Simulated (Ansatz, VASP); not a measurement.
# One calculation of BN, two programs

```
CELL_PARAMETERS angstrom
0.00000 -1.81239 -1.81239
-1.81239 0.00000 -1.81239
1.81239 1.81239 -3.62479
ATOMIC_POSITIONS crystal
B 0.99520 0.02139 0.00000
B 0.50480 0.47861 0.50000
N 0.37009 0.39689 0.87500
N 0.87991 0.85311 0.37500
```

Change from the starting cell: mode 4 frozen in at -0.051 Å and mode 5 at +0.000 Å (largest displacements).

Alike in both runs: task single point; functional PBE; k mesh 6 × 6 × 6; occupations gaussian, width 0.05 eV; no spin polarisation.

|  | VASP | Ansatz |
| --- | --- | --- |
| version | VASP 6.6.1 | Ansatz 0.2.0 |
| potentials or method | VASP PAW PBE potentials, release 64 (B, N), cutoff 520 eV | scalar-relativistic, plane waves, PAW |
| valence electrons in the cell | 16 | 16 |

```csv
,VASP,Ansatz,Ansatz less VASP
gap on the k mesh at the Fermi level (eV),4.40,4.41,+0.010
least direct gap on the mesh (eV),6.34,6.35,+0.012
pressure (GPa),0.1,-0.1,-0.21
"traceless stress, the component that is largest in VASP (GPa)",0.54,0.54,0.000
rms of the force components (eV/Å),0.313,0.313,+0.0002
```

Atom by atom the forces differ by 0.000 eV/Å (rms over components).

The k mesh is coarse, so the values compare programs but aren't converged.
